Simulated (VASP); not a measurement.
# RbCl (Immm) in VASP: further runs

RbCl is run at these levels: LDA; tasks: single point.

All numbers are computed with VASP 6.6.1; they aren't measurements. Logs are shortened: lines on timing, memory, paths and dates and some standing lists are left out, and cuts for length are marked.

### 1 The cell of the first run

Symmetry: Immm, No. 71, orthorhombic system. The conventional cell has a = 4.584 Å, b = 4.676 Å, c = 6.548 Å, α = 90.00°, β = 90.00°, γ = 90.00°. Within 4.3 Å of Rb (site symmetry mmm) lie 6 Cl at 3.27 Å. Within 4.3 Å of Cl (site symmetry mmm) lie 6 Rb at 3.27 Å.

### 2 Single point, LDA (strain -0.0200 x Voigt [0, 0, 0, 1, 0, 0])

INCAR reads:

```
PREC = Accurate ; ENCUT = 500
EDIFF = 1E-6 ; ISMEAR = 0
SIGMA = 0.05 ; LREAL = False
LASPH = True ; NELM = 120
ALGO = Normal ; ISIF = 2
LWAVE = False ; LCHARG = False
NBANDS = 15 ; GGA_COMPAT = False
```

KPOINTS reads:

```
regular mesh
0
Gamma
  6 6 6
```

POSCAR reads:

```
RbCl
1.0
    0.0000000000      3.2412600000      3.2412600000
    3.2740000000     -0.0327400000      3.2740000000
    3.2740000000      3.2740000000     -0.0327400000
Rb Cl
1 1
Direct
    0.0000000000      0.0000000000      0.0000000000
    0.5000000000      0.5000000000      0.5000000000
```

Potentials or basis: VASP PAW LDA potentials, release 64 (Rb_sv, Cl).

Command:

```sh
> cat potpaw_LDA.64/Rb_sv/POTCAR potpaw_LDA.64/Cl/POTCAR > POTCAR
> mpirun -np 1 vasp_std > vasp.out
```

OUTCAR:

```text
PREC = Accurate
   ENCUT = 500
   EDIFF = 1E-6
   ISMEAR = 0
   LREAL = False
   LASPH = True
   NELM = 120
   ISIF = 2

 ion  position               nearest neighbor table
   1  0.000  0.000  0.000-   2 3.27   2 3.27   2 3.27   2 3.27   2 3.27   2 3.27
   2  0.500  0.500  0.500-   1 3.27   1 3.27   1 3.27   1 3.27   1 3.27   1 3.27

  LATTYP: Found a body centered orthorhombic cell.
 ALAT       =     4.5838338512
 B/A-ratio  =     1.0202020202
 C/A-ratio  =     1.4284985479

  Lattice vectors:

 A1 = (  -3.2740000000,   0.0327400000,  -3.2740000000)
 A2 = (  -3.2740000000,  -0.0327400000,   3.2740000000)
 A3 = (   3.2740000000,   3.2740000000,  -0.0327400000)

Analysis of symmetry for initial positions (statically):
=====================================================================
 Subroutine PRICEL returns:
 Original cell was already a primitive cell.

 Routine SETGRP: Setting up the symmetry group for a
 body centered orthorhombic supercell.

 Subroutine GETGRP returns: Found  8 space group operations
 (whereof  8 operations were pure point group operations)
 out of a pool of  8 trial point group operations.

The static configuration has the point symmetry D_2h.

Analysis of symmetry for dynamics (positions and initial velocities):
=====================================================================
 Subroutine PRICEL returns:
 Original cell was already a primitive cell.

 Routine SETGRP: Setting up the symmetry group for a
 body centered orthorhombic supercell.

 Subroutine GETGRP returns: Found  8 space group operations
 (whereof  8 operations were pure point group operations)
 out of a pool of  8 trial point group operations.

The dynamic configuration has the point symmetry D_2h.

 Subroutine INISYM returns: Found  8 space group operations
 (whereof  8 operations are pure point group operations),
 and found     1 'primitive' translations

----------------------------------------------------------------------------------------

                                     Primitive cell

  volume of cell :      70.1815

  direct lattice vectors                    reciprocal lattice vectors
     0.000000000  3.241260000  3.241260000    -0.152718387  0.154260997  0.154260997
     3.274000000 -0.032740000  3.274000000     0.152718387 -0.151206324  0.151206324
     3.274000000  3.274000000 -0.032740000     0.152718387  0.151206324 -0.151206324

  length of vectors
     4.583833851  4.630250955  4.630250955     0.266300237  0.262772926  0.262772926

  position of ions in fractional coordinates (direct lattice)
     0.000000000  0.000000000  0.000000000
     0.500000000  0.500000000  0.500000000

  ion indices of the primitive-cell ions
   primitive index   ion index
                 1           1
                 2           2

----------------------------------------------------------------------------------------

 KPOINTS: regular mesh

Automatic generation of k-mesh.
 Grid dimensions read from file:
 generate k-points for:    6    6    6

 Generating k-lattice:

  Cartesian coordinates                     Fractional coordinates (reciprocal lattice)
    -0.025453065  0.025710166  0.025710166     0.166666667  0.000000000  0.000000000
     0.025453065 -0.025201054  0.025201054     0.000000000  0.166666667 -0.000000000
     0.025453065  0.025201054 -0.025201054     0.000000000 -0.000000000  0.166666667

  Length of vectors
     0.044383373  0.043795488  0.043795488

  Shift w.r.t. Gamma in fractional coordinates (k-lattice)
     0.000000000  0.000000000  0.000000000

 Subroutine IBZKPT returns following result:
 ===========================================

 Found     46 irreducible k-points:

 Following reciprocal coordinates:
            Coordinates               Weight
  0.000000  0.000000  0.000000      1.000000
  0.166667  0.000000  0.000000      4.000000
  0.333333  0.000000  0.000000      4.000000
  0.500000  0.000000 -0.000000      2.000000
  0.000000  0.166667 -0.000000      4.000000
  0.166667  0.166667 -0.000000      4.000000
[... 16 lines left out ...]
  0.500000  0.166667  0.166667      4.000000
 -0.333333  0.166667  0.166667      4.000000
 [... further k-points ...]
   k-points           NKPTS =     46   k-points in BZ     NKDIM =     46   number of bands    NBANDS=     15
   number of dos      NEDOS =    301   number of ions     NIONS =      2
   total plane-waves  NPLWV =  46656
   dimension x,y,z NGX =    36 NGY =   36 NGZ =   36
   dimension x,y,z NGXF=    72 NGYF=   72 NGZF=   72
   ions per type =               1   1
   NGX,Y,Z   is equivalent  to a cutoff of  13.06, 12.93, 12.93 a.u.
   NGXF,Y,Z  is equivalent  to a cutoff of  26.11, 25.85, 25.85 a.u.
 SYSTEM =  unknown system
   PREC   = accura    normal or accurate (medium, high low for compatibility)
   ISTART =      0    job   : 0-new  1-cont  2-samecut
   ICHARG =      2    charge: 1-file 2-atom 10-const
   ISPIN  =      1    spin polarized calculation?
   LNONCOLLINEAR =      F non collinear calculations
   LSORBIT =      F    spin-orbit coupling
   LASPH  =      T    aspherical Exc in radial PAW
   ENCUT  =  500.0 eV  36.75 Ry    6.06 a.u.   8.36  8.44  8.44*2*pi/ulx,y,z
   NELM   =    120;   NELMIN=  2; NELMDL= -5     # of ELM steps
   EDIFF  = 0.1E-05   stopping-criterion for ELM
   LREAL  =      F    real-space projection
   EDIFFG = 0.1E-04   stopping-criterion for IOM
   NSW    =      0    number of steps for IOM
   IBRION =     -1    ionic relax: 0-MD 1-quasi-New 2-CG
   NFREE  =      0    steps in history (QN), initial steepest desc. (CG)
   ISIF   =      2    stress and relaxation
   ISYM   =      2    0-nonsym 1-usesym 2-fastsym
   POTIM  = 0.5000    time-step for ionic-motion
   TEBEG  =    0.0;   TEEND  =   0.0 temperature during run
   PSTRESS=    0.0 pullay stress
   NELECT =      16.0000    total number of electrons
   NUPDOWN=      -1.0000    fix difference up-down
   EMIN   =  10.00;   EMAX   =-10.00  energy-range for DOS
   EFERMI =   0.00;   METHOD = LEGACY
   ISMEAR =     0;   SIGMA  =   0.05  broadening in eV -4-tet -1-fermi 0-gaus
   EFERMI_NEDOS =   21; number of points for ismear=-14 and -15
   IALGO  =     38    algorithm
   IMIX   =      4    mixing-type and parameters
     AMIX     =   0.40;   BMIX     =  1.00
     AMIX_MAG =   1.60;   BMIX_MAG =  1.00
  volume/ion in A,a.u.               =      35.09       236.80
  Fermi-wavevector in a.u.,A,eV,Ry     =   1.000094  1.889903 13.608372  1.000187
  Thomas-Fermi vector in A             =   2.132427
   LORBIT       =      0    0 simple, 1 ext, 2 COOP (PROOUT), +10 PAW based schemes
   GGA     = CA    functional components
   LHFCALC =     F    Hartree Fock is set to
   AEXX    =    0.0000 exact exchange contribution
   IVDW    =     0    specifies the selected vdW correction
   LEPSILON=     F    determine dielectric tensor
   LRPA    =     F    only Hartree local field effects (RPA)
 non-spin polarized calculation
 Gauss-broadening in eV      SIGMA  =   0.05
  energy-cutoff  :      500.00
  volume of cell :       70.18
 maximum number of plane-waves:      1811
 NGX is ok and might be reduce to    36
   NGX = 17   NGY = 17   NGZ = 17

 number of electron      16.0000001 magnetization

 Free energy of the ion-electron system (eV)
  ---------------------------------------------------
  ext. energy  EPLUGINS =         0.00000000
  ---------------------------------------------------
  free energy    TOTEN  =        -7.24370925 eV

  energy without entropy =       -7.24370925  energy(sigma->0) =       -7.24370925

 E-fermi :  -1.8134     XC(G=0):  -7.9653

 val. band max:       -2.0723607931   @ k =   0.0000   0.0000   0.0000
 cond. band min:       2.5155369770   @ k =   0.0000   0.0000   0.0000
 fundamental gap:      4.5878977701
 Fermi energy:        -1.8133659235

 k-point     1 :       0.0000    0.0000    0.0000
  band No.  band energies     occupation
      1     -25.8350      2.00000
      2     -14.0020      2.00000
      3      -9.9513      2.00000
      4      -9.9491      2.00000
      5      -9.9466      2.00000
      6      -2.0983      2.00000
      7      -2.0862      2.00000
      8      -2.0724      2.00000
      9       2.5155      0.00000
     10       5.5465      0.00000
     11       5.6327      0.00000
     12       5.7204      0.00000
     13       6.6876      0.00000
     14       6.6898      0.00000
     15       9.5431      0.00000

 k-point     2 :       0.1667    0.0000    0.0000
  band No.  band energies     occupation
      1     -25.8303      2.00000
      2     -14.0191      2.00000
      3      -9.9544      2.00000
      4      -9.9530      2.00000
      5      -9.9424      2.00000
      6      -2.3705      2.00000
      7      -2.2013      2.00000
      8      -2.1823      2.00000
      9       3.1753      0.00000
     10       5.4624      0.00000
     11       5.9065      0.00000
     12       6.0256      0.00000
     13       7.1087      0.00000
     14       7.1135      0.00000
     15      10.7071      0.00000

 k-point     3 :       0.3333    0.0000    0.0000
  band No.  band energies     occupation
      1     -25.8207      2.00000
      2     -14.0530      2.00000
      3      -9.9628      2.00000
      4      -9.9607      2.00000
      5      -9.9323      2.00000
      6      -2.8419      2.00000
      7      -2.3946      2.00000
      8      -2.3714      2.00000
      9       4.5502      0.00000
     10       5.4272      0.00000
     11       6.9033      0.00000
     12       7.0314      0.00000
     13       8.1496      0.00000
     14       8.1784      0.00000
     15      10.6366      0.00000
[... 343 lines left out ...]
 k-point    23 :       0.5000    0.1667    0.1667
  band No.  band energies     occupation
      1     -25.8161      2.00000
      2     -14.0424      2.00000
      3     -10.0482      2.00000
      4      -9.9645      2.00000
      5      -9.9473      2.00000
      6      -2.8825      2.00000
      7      -2.4707      2.00000
      8      -2.3307      2.00000
      9       5.0856      0.00000
     10       5.4074      0.00000
     11       7.2142      0.00000
     12       7.5193      0.00000
     13       8.1576      0.00000
     14       9.1156      0.00000
     15       9.7737      0.00000

 k-point    24 :      -0.3333    0.1667    0.1667
  band No.  band energies     occupation
      1     -25.8148      2.00000
      2     -14.0403      2.00000
      3     -10.0285      2.00000
      4      -9.9910      2.00000
      5      -9.9720      2.00000
      6      -2.8566      2.00000
      7      -2.4328      2.00000
      8      -2.4165      2.00000
      9       5.1363      0.00000
     10       5.4968      0.00000
     11       7.6581      0.00000
     12       8.0737      0.00000
     13       8.1496      0.00000
     14       8.8954      0.00000
     15       9.6286      0.00000

 [... further k-points ...]

------------------------ aborting loop because EDIFF is reached ----------------------------------------

  FORCE on cell =-STRESS in cart. coord.  units (eV):
  Direction    XX          YY          ZZ          XY          YZ          ZX
  --------------------------------------------------------------------------------------
  -------------------------------------------------------------------------------------
  Total       -0.6117150     -0.6110264     -0.6110264      0.0000000      0.0503965      0.0000000
  in kB      -13.9648766    -13.9491581    -13.9491581      0.0000000      1.1505045      0.0000000
  external PRESSURE =     -13.9543976 kB  Pullay stress =       0.0000000 kB

 VOLUME and BASIS-vectors are now :
 -----------------------------------------------------------------------------
  energy-cutoff  :      500.00
  volume of cell :       70.18
      direct lattice vectors                 reciprocal lattice vectors
     0.000000000  3.241260000  3.241260000    -0.152718387  0.154260997  0.154260997
     3.274000000 -0.032740000  3.274000000     0.152718387 -0.151206324  0.151206324
     3.274000000  3.274000000 -0.032740000     0.152718387  0.151206324 -0.151206324

 POSITION                                       TOTAL-FORCE (eV/Angst)
 -----------------------------------------------------------------------------------
      0.00000      0.00000      0.00000         0.000000     -0.000000     -0.000000
      3.27400      3.24126      3.24126         0.000000      0.000000      0.000000
 -----------------------------------------------------------------------------------
    total drift:                                0.000000      0.000000      0.000000

  FREE ENERGIE OF THE ION-ELECTRON SYSTEM (eV)
  ---------------------------------------------------
  free  energy   TOTEN  =        -7.2437092509 eV

  energy  without entropy=       -7.2437092509  energy(sigma->0) =       -7.24370925
```

Run time: 71 s. Hardware: 1 thread of AMD EPYC 7R13, shared host; peak memory 0.16 GiB.

What came out:

```yaml
Free_energy: -7.2437 eV
Pressure: -1.4 GPa
Band_gap_on_the_k_mesh: 4.59 eV
```

Caveat: the cell differs from its parent crystal (strain -0.0200 x Voigt [0, 0, 0, 1, 0, 0]).

(Part 1 of 3 ends here.)
